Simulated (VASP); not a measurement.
# Mn (Fd-3m) in VASP: further runs

Runs on Mn. Level: PBEsol. Tasks: single point.

Everything below comes from runs of VASP 6.6.1. Logs are shortened: lines on timing, memory, paths and dates and some standing lists are left out, and cuts for length are marked.

## (1) The cell of the first run

Symmetry: Fd-3m, No. 227, cubic system. The conventional cell has a = 3.876 Å, b = 3.876 Å, c = 3.876 Å, α = 90.00°, β = 90.00°, γ = 90.00°. Within 2.2 Å of Mn (site symmetry -43m) lie 4 Mn at 1.68 Å.

## (2) Single point, PBEsol, collinear spin, ferromagnetic start (volume scaled by 0.5)

INCAR

```
SYSTEM = Mn
PREC = Accurate ; ENCUT = 520
EDIFF = 1E-7 ; ISMEAR = -1
SIGMA = 0.08 ; LREAL = .False.
LASPH = .True. ; NELM = 150
ALGO = Normal ; ISIF = 2
LWAVE = .False. ; LCHARG = .False.
ISPIN = 2 ; MAGMOM = 3 3
LORBIT = 11 ; LMAXMIX = 4
GGA = PS ; NBANDS = 24
```

KPOINTS

```
regular mesh
0
Gamma
  15 15 15
  0 0 0
```

POSCAR

```
Mn
1.0
    0.0000000000      1.9377677351      1.9377677351
    1.9377677351      0.0000000000      1.9377677351
    1.9377677351      1.9377677351      0.0000000000
Mn
2
Direct
   -0.1250000000     -0.1250000000     -0.1250000000
    0.1250000000      0.1250000000      0.1250000000
```

Potentials or basis: VASP PAW PBE potentials, release 64 (Mn_pv).

Started as:

```console
$ cat potpaw_PBE.64/Mn_pv/POTCAR > POTCAR
$ mpirun -np 1 vasp_std > vasp.out
```

OUTCAR:

```text
SYSTEM = Mn
   PREC = Accurate
   ENCUT = 520
   EDIFF = 1E-7
   ISMEAR = -1
   LREAL = .False.
   LASPH = .True.
   NELM = 150
   ISIF = 2
   ISPIN = 2
   LORBIT = 11
   GGA = PS

 ion  position               nearest neighbor table
   1  0.875  0.875  0.875-   2 1.68   2 1.68   2 1.68   2 1.68
   2  0.125  0.125  0.125-   1 1.68   1 1.68   1 1.68   1 1.68

  LATTYP: Found a face centered cubic cell.
 ALAT       =     3.8755354702

  Lattice vectors:

 A1 = (   0.0000000000,   1.9377677351,   1.9377677351)
 A2 = (   1.9377677351,   0.0000000000,   1.9377677351)
 A3 = (   1.9377677351,   1.9377677351,   0.0000000000)

Analysis of symmetry for initial positions (statically):
=====================================================================
 Subroutine PRICEL returns:
 Original cell was already a primitive cell.

 Routine SETGRP: Setting up the symmetry group for a
 face centered cubic supercell.

 Subroutine GETGRP returns: Found 48 space group operations
 (whereof 12 operations were pure point group operations)
 out of a pool of 48 trial point group operations.

The static configuration has the point symmetry D_3d.
 The point group associated with its full space group is O_h .

Analysis of symmetry for dynamics (positions and initial velocities):
=====================================================================
 Subroutine PRICEL returns:
 Original cell was already a primitive cell.

 Routine SETGRP: Setting up the symmetry group for a
 face centered cubic supercell.

 Subroutine GETGRP returns: Found 48 space group operations
 (whereof 12 operations were pure point group operations)
 out of a pool of 48 trial point group operations.

The dynamic configuration has the point symmetry D_3d.
 The point group associated with its full space group is O_h .

Analysis of structural, dynamic, and magnetic symmetry:
=====================================================================
 Subroutine PRICEL returns:
 Original cell was already a primitive cell.

 Routine SETGRP: Setting up the symmetry group for a
 face centered cubic supercell.

 Subroutine GETGRP returns: Found 48 space group operations
 (whereof 12 operations were pure point group operations)
 out of a pool of 48 trial point group operations.

The overall configuration has the point symmetry D_3d.
 The point group associated with its full space group is O_h .

 Subroutine INISYM returns: Found 48 space group operations
 (whereof 12 operations are pure point group operations),
 and found     1 'primitive' translations

----------------------------------------------------------------------------------------

                                     Primitive cell

  volume of cell :      14.5524

  direct lattice vectors                    reciprocal lattice vectors
     0.000000000  1.937767735  1.937767735    -0.258028860  0.258028860  0.258028860
     1.937767735  0.000000000  1.937767735     0.258028860 -0.258028860  0.258028860
     1.937767735  1.937767735  0.000000000     0.258028860  0.258028860 -0.258028860

  length of vectors
     2.740417412  2.740417412  2.740417412     0.446919096  0.446919096  0.446919096

  position of ions in fractional coordinates (direct lattice)
     0.875000000  0.875000000  0.875000000
     0.125000000  0.125000000  0.125000000

  ion indices of the primitive-cell ions
   primitive index   ion index
                 1           1
                 2           2

----------------------------------------------------------------------------------------

 KPOINTS: regular mesh

Automatic generation of k-mesh.
 Grid dimensions read from file:
 generate k-points for:   15   15   15

 Generating k-lattice:

  Cartesian coordinates                     Fractional coordinates (reciprocal lattice)
    -0.017201924  0.017201924  0.017201924     0.066666667  0.000000000  0.000000000
     0.017201924 -0.017201924  0.017201924     0.000000000  0.066666667  0.000000000
     0.017201924  0.017201924 -0.017201924     0.000000000  0.000000000  0.066666667

  Length of vectors
     0.029794606  0.029794606  0.029794606

  Shift w.r.t. Gamma in fractional coordinates (k-lattice)
     0.000000000  0.000000000  0.000000000

 Subroutine IBZKPT returns following result:
 ===========================================

 Found    120 irreducible k-points:

 Following reciprocal coordinates:
            Coordinates               Weight
  0.000000  0.000000  0.000000      1.000000
  0.066667  0.000000  0.000000      8.000000
  0.133333  0.000000  0.000000      8.000000
  0.200000  0.000000  0.000000      8.000000
  0.266667  0.000000  0.000000      8.000000
  0.333333  0.000000  0.000000      8.000000
[... 16 lines left out ...]
  0.133333  0.133333  0.000000      6.000000
  0.200000  0.133333  0.000000     24.000000
 [... further k-points ...]
   k-points           NKPTS =    120   k-points in BZ     NKDIM =    120   number of bands    NBANDS=     24
   number of dos      NEDOS =    301   number of ions     NIONS =      2
   total plane-waves  NPLWV =   8000
   dimension x,y,z NGX =    20 NGY =   20 NGZ =   20
   dimension x,y,z NGXF=    40 NGYF=   40 NGZF=   40
   ions per type =               2
   NGX,Y,Z   is equivalent  to a cutoff of  12.13, 12.13, 12.13 a.u.
   NGXF,Y,Z  is equivalent  to a cutoff of  24.27, 24.27, 24.27 a.u.
 SYSTEM =  Mn
   PREC   = accura    normal or accurate (medium, high low for compatibility)
   ISTART =      0    job   : 0-new  1-cont  2-samecut
   ICHARG =      2    charge: 1-file 2-atom 10-const
   ISPIN  =      2    spin polarized calculation?
   LNONCOLLINEAR =      F non collinear calculations
   LSORBIT =      F    spin-orbit coupling
   LASPH  =      T    aspherical Exc in radial PAW
   ENCUT  =  520.0 eV  38.22 Ry    6.18 a.u.   5.10  5.10  5.10*2*pi/ulx,y,z
   NELM   =    150;   NELMIN=  2; NELMDL= -5     # of ELM steps
   EDIFF  = 0.1E-06   stopping-criterion for ELM
   LREAL  =      F    real-space projection
   EDIFFG = 0.1E-05   stopping-criterion for IOM
   NSW    =      0    number of steps for IOM
   IBRION =     -1    ionic relax: 0-MD 1-quasi-New 2-CG
   NFREE  =      0    steps in history (QN), initial steepest desc. (CG)
   ISIF   =      2    stress and relaxation
   ISYM   =      2    0-nonsym 1-usesym 2-fastsym
   POTIM  = 0.5000    time-step for ionic-motion
   TEBEG  =    0.0;   TEEND  =   0.0 temperature during run
   PSTRESS=    0.0 pullay stress
   NELECT =      26.0000    total number of electrons
   NUPDOWN=      -1.0000    fix difference up-down
   EMIN   =  10.00;   EMAX   =-10.00  energy-range for DOS
   EFERMI =   0.00;   METHOD = LEGACY
   ISMEAR =    -1;   SIGMA  =   0.08  broadening in eV -4-tet -1-fermi 0-gaus
   EFERMI_NEDOS =   21; number of points for ismear=-14 and -15
   IALGO  =     38    algorithm
   IMIX   =      4    mixing-type and parameters
     AMIX     =   0.40;   BMIX     =  1.00
     AMIX_MAG =   1.60;   BMIX_MAG =  1.00
  volume/ion in A,a.u.               =       7.28        49.10
  Fermi-wavevector in a.u.,A,eV,Ry     =   1.986495  3.753932 53.690820  3.946164
  Thomas-Fermi vector in A             =   3.005368
   LORBIT       =     11    0 simple, 1 ext, 2 COOP (PROOUT), +10 PAW based schemes
   GGA     = PS    functional components
   LHFCALC =     F    Hartree Fock is set to
   AEXX    =    0.0000 exact exchange contribution
   IVDW    =     0    specifies the selected vdW correction
   LEPSILON=     F    determine dielectric tensor
   LRPA    =     F    only Hartree local field effects (RPA)
 spin polarized calculation
  energy-cutoff  :      520.00
  volume of cell :       14.55
 maximum number of plane-waves:       403
   NGX = 11   NGY = 11   NGZ = 11

 number of electron      26.0000013 magnetization      -0.0000103

 number of electron      26.0000013 magnetization       0.0000080

 Free energy of the ion-electron system (eV)
  ---------------------------------------------------
  ext. energy  EPLUGINS =         0.00000000
  ---------------------------------------------------
  free energy    TOTEN  =        -3.37598729 eV

  energy without entropy =       -3.33790656  energy(sigma->0) =       -3.35694692

 E-fermi :  17.6942     XC(G=0): -16.2903

 val. band max:       17.6606889363   @ k =  -0.3333   0.4667   0.2000
 cond. band min:      17.7050078167   @ k =   0.2667   0.0667   0.0000
 fundamental gap:      0.0443188804
 Fermi energy:        17.6942174912

 spin component 1

 k-point     1 :       0.0000    0.0000    0.0000
  band No.  band energies     occupation
      1     -33.2392      1.00000
      2     -33.2392      1.00000
      3     -33.2392      1.00000
      4     -29.3654      1.00000
      5     -29.3654      1.00000
      6     -29.3654      1.00000
[... 16 lines left out ...]
     23      43.7714      0.00000
     24      43.7714      0.00000

 k-point     2 :       0.0667    0.0000    0.0000
  band No.  band energies     occupation
      1     -33.2689      1.00000
      2     -33.2689      1.00000
      3     -33.2500      1.00000
      4     -29.3517      1.00000
      5     -29.3304      1.00000
      6     -29.3304      1.00000
[... 16 lines left out ...]
     23      43.7575      0.00000
     24      43.7575      0.00000

 k-point     3 :       0.1333    0.0000    0.0000
  band No.  band energies     occupation
      1     -33.3503      1.00000
      2     -33.3503      1.00000
      3     -33.2829      1.00000
      4     -29.3099      1.00000
      5     -29.2342      1.00000
      6     -29.2342      1.00000
[... 16 lines left out ...]
     23      43.6723      0.00000
     24      43.6723      0.00000
[... 514 lines left out ...]
 k-point    23 :       0.1333    0.1333    0.0000
  band No.  band energies     occupation
      1     -33.4889      1.00000
      2     -33.4889      1.00000
      3     -33.0585      1.00000
      4     -29.5567      1.00000
      5     -29.0757      1.00000
      6     -29.0757      1.00000
[... 16 lines left out ...]
     23      43.3145      0.00000
     24      43.3145      0.00000

 k-point    24 :       0.2000    0.1333    0.0000
  band No.  band energies     occupation
      1     -33.6146      1.00000
      2     -33.6080      1.00000
      3     -32.9878      1.00000
      4     -29.6227      1.00000
      5     -28.9346      1.00000
      6     -28.9321      1.00000
[... 16 lines left out ...]
     23      43.5333      0.00000
     24      44.1818      0.00000

 [... further k-points ...]

 spin component 2

 k-point     1 :       0.0000    0.0000    0.0000
  band No.  band energies     occupation
      1     -33.2392      1.00000
      2     -33.2392      1.00000
      3     -33.2392      1.00000
      4     -29.3654      1.00000
      5     -29.3654      1.00000
      6     -29.3654      1.00000
[... 16 lines left out ...]
     23      43.7714      0.00000
     24      43.7714      0.00000

 k-point     2 :       0.0667    0.0000    0.0000
  band No.  band energies     occupation
      1     -33.2689      1.00000
      2     -33.2689      1.00000
      3     -33.2500      1.00000
      4     -29.3517      1.00000
      5     -29.3304      1.00000
      6     -29.3304      1.00000
[... 16 lines left out ...]
     23      43.7575      0.00000
     24      43.7575      0.00000

 k-point     3 :       0.1333    0.0000    0.0000
  band No.  band energies     occupation
      1     -33.3503      1.00000
      2     -33.3503      1.00000
      3     -33.2829      1.00000
      4     -29.3099      1.00000
      5     -29.2342      1.00000
      6     -29.2342      1.00000
[... 16 lines left out ...]
     23      43.6723      0.00000
     24      43.6723      0.00000
[... 514 lines left out ...]
 k-point    23 :       0.1333    0.1333    0.0000
  band No.  band energies     occupation
      1     -33.4889      1.00000
      2     -33.4889      1.00000
      3     -33.0585      1.00000
      4     -29.5567      1.00000
      5     -29.0757      1.00000
      6     -29.0757      1.00000
[... 16 lines left out ...]
     23      43.3145      0.00000
     24      43.3145      0.00000

 k-point    24 :       0.2000    0.1333    0.0000
  band No.  band energies     occupation
      1     -33.6146      1.00000
      2     -33.6080      1.00000
      3     -32.9878      1.00000
      4     -29.6227      1.00000
      5     -28.9346      1.00000
      6     -28.9321      1.00000
[... 16 lines left out ...]
     23      43.5333      0.00000
     24      44.1818      0.00000

 [... further k-points ...]
[... 5 lines left out ...]
  --------------------------------------------------------------------------------------
  -------------------------------------------------------------------------------------
  Total       47.3304228     47.3304228     47.3304228     -0.0000000      0.0000000     -0.0000000
  in kB     5210.9368452   5210.9368452   5210.9368452     -0.0000000      0.0000000     -0.0000000
  external PRESSURE =    5210.9368452 kB  Pullay stress =       0.0000000 kB

 VOLUME and BASIS-vectors are now :
 -----------------------------------------------------------------------------
  energy-cutoff  :      520.00
  volume of cell :       14.55
      direct lattice vectors                 reciprocal lattice vectors
     0.000000000  1.937767735  1.937767735    -0.258028860  0.258028860  0.258028860
     1.937767735  0.000000000  1.937767735     0.258028860 -0.258028860  0.258028860
     1.937767735  1.937767735  0.000000000     0.258028860  0.258028860 -0.258028860

 POSITION                                       TOTAL-FORCE (eV/Angst)
 -----------------------------------------------------------------------------------
      3.39109      3.39109      3.39109         0.000000     -0.000000      0.000000
      0.48444      0.48444      0.48444        -0.000000      0.000000     -0.000000
 -----------------------------------------------------------------------------------
    total drift:                                0.000000     -0.000000     -0.000000

  FREE ENERGIE OF THE ION-ELECTRON SYSTEM (eV)
  ---------------------------------------------------
  free  energy   TOTEN  =        -3.3759872869 eV

  energy  without entropy=       -3.3379065597  energy(sigma->0) =       -3.35694692

 total charge

# of ion       s       p       d       tot
------------------------------------------
    1        0.669   6.693   6.646  14.008
    2        0.669   6.693   6.646  14.008
--------------------------------------------------
tot          1.337  13.386  13.293  28.016

 magnetization (x)

# of ion       s       p       d       tot
------------------------------------------
    1        0.000   0.000   0.000   0.000
    2        0.000   0.000   0.000   0.000
--------------------------------------------------
tot          0.000   0.000   0.000   0.000
```

Run time: 2.5 min. Hardware: 1 thread of Intel Xeon Platinum 8259CL at 2.50GHz (Skylake/Cascade Lake), shared host; peak memory 0.17 GiB.

What came out:

| Quantity | Value |
| --- | --- |
| Free energy | -3.3760 eV |
| Pressure | 521.1 GPa |
| Band gap on the k mesh | zero (filled and empty bands overlap) |
| Net moment | 0.00 μB per cell |

Levels at points of the mesh, in eV from the Fermi level:
Spin up:
```csv
k point,band 9,band 10,band 11,band 12,band 13,band 14,band 15,band 16,band 17,band 18
"(0.00, 0.00, 0.00)",-6.88,-4.05,-4.05,-4.05,0.31,0.31,0.31,4.81,4.81,18.61
```
Spin down:
```tsv
k point	band 9	band 10	band 11	band 12	band 13	band 14	band 15	band 16	band 17	band 18
(0.00, 0.00, 0.00)	-6.88	-4.05	-4.05	-4.05	0.31	0.31	0.31	4.81	4.81	18.61
```

Caveat: the starting moments collapsed, and a magnetic state may lie lower; the PAW data sets were made with another functional, which shifts forces and pressure a little.

## (3) Single point, PBEsol, collinear spin, ferromagnetic start (volume scaled by 0.6)

INCAR

```
PREC = Accurate ; ENCUT = 520
EDIFF = 1E-6 ; ISMEAR = -1
SIGMA = 0.08 ; LREAL = F
LASPH = T ; NELM = 150
ALGO = Normal ; ISIF = 2
LWAVE = F ; LCHARG = F
ISPIN = 2 ; MAGMOM = 3 3
LORBIT = 11 ; LMAXMIX = 4
GGA = PS ; NBANDS = 24
```

KPOINTS

```
regular mesh
0
Gamma
  15 15 15
```

POSCAR

```
Mn
1.0
    0.0000000000      2.0591854888      2.0591854888
    2.0591854888      0.0000000000      2.0591854888
    2.0591854888      2.0591854888      0.0000000000
Mn
2
Direct
   -0.1250000000     -0.1250000000     -0.1250000000
    0.1250000000      0.1250000000      0.1250000000
```

Potentials or basis: VASP PAW PBE potentials, release 64 (Mn_pv).

Started as:

```console
$ cat potpaw_PBE.64/Mn_pv/POTCAR > POTCAR
$ mpirun -np 1 vasp_std > vasp.out
```

Wall time 2.3 min (1 thread of Intel Xeon Platinum 8259CL at 2.50GHz (Skylake/Cascade Lake), shared host); peak memory 0.19 GiB.

It converged, with:

| Quantity | Value |
| --- | --- |
| Free energy | -10.3254 eV |
| Pressure | 269.1 GPa |
| Band gap on the k mesh | zero (filled and empty bands overlap) |
| Net moment | 0.00 μB per cell |

Levels at points of the mesh, in eV from the Fermi level:
Spin up:
| k point | band 9 | band 10 | band 11 | band 12 | band 13 | band 14 | band 15 | band 16 | band 17 | band 18 |
| --- | --- | --- | --- | --- | --- | --- | --- | --- | --- | --- |
| (0.00, 0.00, 0.00) | -5.19 | -3.29 | -3.29 | -3.29 | 0.43 | 0.43 | 0.43 | 4.11 | 4.11 | 18.10 |
Spin down:
```csv
k point,band 11,band 12,band 13,band 14,band 15,band 16
"(0.00, 0.00, 0.00)",-3.29,-3.29,0.43,0.43,0.43,4.11
```

Caveat: the starting moments collapsed, and a magnetic state may lie lower; the PAW data sets were made with another functional, which shifts forces and pressure a little.
